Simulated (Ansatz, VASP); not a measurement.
One calculation of ScSi2, two programs

```
Sc Si
1.0
     3.61053    0.00000    0.00000
    -1.80527    3.12681    0.00000
     0.00000    0.00000    3.81770
Sc Si
1 2
Direct
  0.00000 0.00000 0.00000
  0.33333 0.66667 0.50000
  0.66667 0.33333 0.50000
```

Change from the starting cell: volume scaled by 0.96, crystal datasets.

Alike in both runs: task electric field gradients; functional PBEsol; k mesh 13 × 13 × 11; occupations fermi-dirac, width 0.05 eV; no spin polarisation.

|  | VASP | Ansatz |
| --- | --- | --- |
| version | VASP 6.6.1 | Ansatz 0.2.0 |
| potentials or method | VASP PAW PBE potentials, release 64 (Sc_sv, Si), cutoff 520 eV | all-electron PAW with datasets made for the crystal, scalar-relativistic |

```tsv
	VASP	Ansatz	Ansatz less VASP
pressure (GPa)	30.4	29.9	-0.51
traceless stress, the component that is largest in VASP (GPa)	-29.06	-28.88	+0.173
size of Vzz on the site where it differs most (V/Å²)	19.1	11.6	-7.49
```

VASP's potentials were made for PBE, not for PBEsol. Both programs put the cell under a high pressure, so it lies far from rest at this level. Ansatz ran all-electron here, and VASP with PAW potentials.
